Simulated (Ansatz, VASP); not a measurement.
## One calculation of C, two programs

The input INCAR:

```
  ALGO = Normal
  EDIFF = 1E-6
  ENCUT = 520
  GGA = PE
  ISIF = 2
  ISMEAR = -1
  LASPH = True
  LCHARG = False
  LREAL = False
  LWAVE = False
  NBANDS = 26
  NELM = 80
  PREC = Accurate
  SIGMA = 0.05
```

KPOINTS

```
k-points
0
Gamma
  12 12 4
```

POSCAR

```
C
1.0
    2.5552893324      0.0000000000      0.0000000000
   -1.2776446662      2.2129454759      0.0000000000
    0.0000000000      0.0000000000      8.3454953252
C
8
Direct
    0.6666666667      0.3333333333      0.8437500000
    0.3333333333      0.6666666667      0.3437500000
    0.6666666667      0.3333333333      0.6562500000
    0.3333333333      0.6666666667      0.1562500000
    0.0000000000      0.0000000000      0.9062500000
    0.0000000000      0.0000000000      0.4062500000
    0.0000000000      0.0000000000      0.5937500000
    0.0000000000      0.0000000000      0.0937500000
```

File input.yaml:

```yaml
crystal:
  lattice:
    - [2.5552893324, 0.0, 0.0]
    - [-1.2776446662, 2.2129454759, 0.0]
    - [0.0, 0.0, 8.3454953252]
  atoms:
    - { symbol: C, position: [0.6666666667, 0.3333333333, 0.84375] }
    - { symbol: C, position: [0.3333333333, 0.6666666667, 0.34375] }
    - { symbol: C, position: [0.6666666667, 0.3333333333, 0.65625] }
    - { symbol: C, position: [0.3333333333, 0.6666666667, 0.15625] }
    - { symbol: C, position: [0.0, 0.0, 0.90625] }
    - { symbol: C, position: [0.0, 0.0, 0.40625] }
    - { symbol: C, position: [0.0, 0.0, 0.59375] }
    - { symbol: C, position: [0.0, 0.0, 0.09375] }
hamiltonian:
  xc: pbe
  pseudopotentials: { kind: paw, level: accurate }
kpoints:
  mp_grid: { grid: [12, 12, 4] }
scf:
  occupations: { method: fermi_dirac, width: 0.05 }
output:
  forces: true
  stress: true
  eigenvalues: true
```

Alike in both runs: task single point; functional PBE; k mesh 12 × 12 × 4; occupations fermi-dirac, width 0.05 eV; no spin polarisation.

|  | VASP | Ansatz |
| --- | --- | --- |
| version | VASP 6.6.1 | Ansatz 0.2.0 |
| potentials or method | VASP PAW PBE potentials, release 64 (C) | Ansatz PAW earlier set |
| plane-wave cutoff (eV) | 520 | 800 |
| valence electrons in the cell | 32 | 32 |

Ansatz gave:

* gap on the k mesh at the Fermi level (eV): 4.33
* least direct gap on the mesh (eV): 5.11
* pressure (GPa): -13.9
* traceless stress, the component that is largest in VASP (GPa): 7.39
* rms of the force components (eV/Å): 0.174

Task: Estimate VASP's values.

Result: gap on the k mesh at the Fermi level (eV): 4.32; least direct gap on the mesh (eV): 5.10; pressure (GPa): -13.3; traceless stress, the component that is largest in VASP (GPa): 7.39; rms of the force components (eV/Å): 0.174.

Atom by atom the forces differ by 0.000 eV/Å (rms over components).
